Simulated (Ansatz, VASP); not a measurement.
**One calculation of Bi, two programs**

```
Bi
1.0
     3.56450    0.00000    0.00000
    -1.78225    3.08695    0.00000
     0.00000    0.00000    5.86500
Bi
2
Cartesian
  0.0000 2.0580 1.4663
  1.7823 1.0290 4.3988
```

Alike in both runs: task single point; functional revPBE; k mesh 12 × 12 × 6; occupations fermi-dirac, width 0.1 eV; no spin polarisation.

```csv
,VASP,Ansatz
version,VASP 6.6.1,Ansatz 0.2.0
potentials or method,"VASP PAW PBE potentials, release 64 (Bi_d), cutoff 520 eV","plane waves (420 eV) with PAW, scalar-relativistic"
valence electrons in the cell,30,30
```

```csv
,VASP,Ansatz,Ansatz less VASP
pressure (GPa),-0.2,-0.1,+0.06
"traceless stress, the component that is largest in VASP (GPa)",0.49,0.49,-0.004
```

VASP's potentials were made for PBE, not for revPBE. With one functional, cell and mesh, what is left measures potentials, basis and numerics.

Spin-orbit coupling is off throughout.
